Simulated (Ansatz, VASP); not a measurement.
Given: the input of a run of Ansatz 0.2.0 on KZnF3.

Contents of input.yaml:

```yaml
crystal:
  lattice:
    - [4.1294319308, 0.0, 0.0]
    - [0.0, 4.1294319308, 0.0]
    - [0.0, 0.0, 4.1294319308]
  atoms:
    - { symbol: Zn, position: [0.5, 0.5, 0.5] }
    - { symbol: K, position: [0.0, 0.0, 0.0] }
    - { symbol: F, position: [0.5, 0.0, 0.5] }
    - { symbol: F, position: [0.0, 0.5, 0.5] }
    - { symbol: F, position: [0.5, 0.5, 0.0] }
hamiltonian:
  xc: r2scan
  pseudopotentials: { kind: paw }
kpoints:
  mp_grid: { grid: [7, 7, 7] }
scf:
  occupations: { method: fermi_dirac, width: 0.05 }
output:
  forces: true
  stress: true
  eigenvalues: true
```

Potentials or basis: Ansatz PAW.

Run with:

```sh
$ ansatz run input.yaml --threads 1 --pin off --max-ram 3584MiB --backend cpu --events-out ev --progress --plain --runs-dir out
```

**Question.** Translate it to VASP 6.6.1. Potentials there: VASP PAW PBE potentials, release 64 (Zn, K_sv, F).

**Answer.** As run (the cutoff follows the program's own potentials):

POSCAR

```
KZnF3
1.0
    4.1294319308      0.0000000000      0.0000000000
    0.0000000000      4.1294319308      0.0000000000
    0.0000000000      0.0000000000      4.1294319308
Zn K F
1 1 3
Direct
    0.5000000000      0.5000000000      0.5000000000
    0.0000000000      0.0000000000      0.0000000000
    0.5000000000      0.0000000000      0.5000000000
    0.0000000000      0.5000000000      0.5000000000
    0.5000000000      0.5000000000      0.0000000000
```

INCAR.step1

```
PREC = Accurate
ENCUT = 520
ISMEAR = -1
SIGMA = 0.05
LREAL = False
LASPH = True
NELM = 80
NBANDS = 29
GGA = PE
ALGO = Normal
EDIFF = 1E-4
LWAVE = True
LCHARG = False
```

File INCAR.step2:

```
PREC = Accurate
ENCUT = 520
EDIFF = 1E-7
ISMEAR = -1
SIGMA = 0.05
LREAL = False
LASPH = True
NELM = 80
ALGO = Normal
ISIF = 2
LWAVE = False
LCHARG = False
METAGGA = R2SCAN
LMIXTAU = True
NBANDS = 29
ISTART = 1
```

Contents of KPOINTS:

```
Automatic mesh
0
Gamma
  7 7 7
```

Potentials or basis: VASP PAW PBE potentials, release 64 (Zn, K_sv, F).

Run with:

```sh
$ cat potpaw_PBE.64/Zn/POTCAR potpaw_PBE.64/K_sv/POTCAR potpaw_PBE.64/F/POTCAR > POTCAR
$ cp INCAR.step1 INCAR
$ mpirun -np 1 vasp_std > vasp.out
$ cp INCAR.step2 INCAR
$ mpirun -np 1 vasp_std > vasp.out
```

Both were run:

|  | VASP | Ansatz | Ansatz less VASP |
| --- | --- | --- | --- |
| gap on the k mesh at the Fermi level (eV) | 4.53 | 4.58 | +0.048 |
| least direct gap on the mesh (eV) | 6.06 | 6.09 | +0.027 |
| pressure (GPa) | -4.4 | -4.5 | -0.11 |

VASP's potentials were made for PBE, not for r2SCAN. The functional is the same, so the differences come from potentials, cutoffs and numerics.

Noted on Ansatz's run: odd divisions of the mesh miss points on the zone boundary, where band edges often lie, so the gap on the mesh can be too wide.
